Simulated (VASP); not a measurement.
A run of VASP 6.6.1:

File POSCAR:

```
Bi
1.0
   -1.9219876158      1.9219876158      1.9219876158
    1.9219876158     -1.9219876158      1.9219876158
    1.9219876158      1.9219876158     -1.9219876158
Bi
1
Direct
    0.0000000000      0.0000000000      0.0000000000
```

INCAR.step1

```
PREC = Accurate
ENCUT = 520
ISMEAR = 0
SIGMA = 0.15
LREAL = F
LASPH = T
NELM = 100
NBANDS = 14
GGA = PE
ALGO = Normal
EDIFF = 1E-4
LWAVE = T
LCHARG = F
```

File INCAR.step2:

```
PREC = Accurate
ENCUT = 520
EDIFF = 1E-7
ISMEAR = 0
SIGMA = 0.15
LREAL = F
LASPH = T
NELM = 100
ALGO = Normal
ISIF = 2
LWAVE = F
LCHARG = T
METAGGA = R2SCAN
LMIXTAU = T
LELF = T
LVHAR = T
NBANDS = 14
ISTART = 1
```

Contents of KPOINTS:

```
regular mesh
0
Gamma
  18 18 18
```

Potentials or basis: VASP PAW PBE potentials, release 64 (Bi_d).

Command:

```sh
$ cat potpaw_PBE.64/Bi_d/POTCAR > POTCAR
$ cp INCAR.step1 INCAR
$ mpirun -np 1 vasp_std > vasp.out
$ cp INCAR.step2 INCAR
$ mpirun -np 1 vasp_std > vasp.out
```

Hardware: 1 thread of Intel(R) Xeon(R) Platinum 8375C CPU @ 2.90GHz (Ice Lake), with other jobs on the host.

Question: Estimate the wall time of this run.

Answer: Wall time 4.5 min on 1 thread of Intel(R) Xeon(R) Platinum 8375C CPU @ 2.90GHz (Ice Lake) (shared host), peak memory 0.21 GiB. Counts: k points 195.
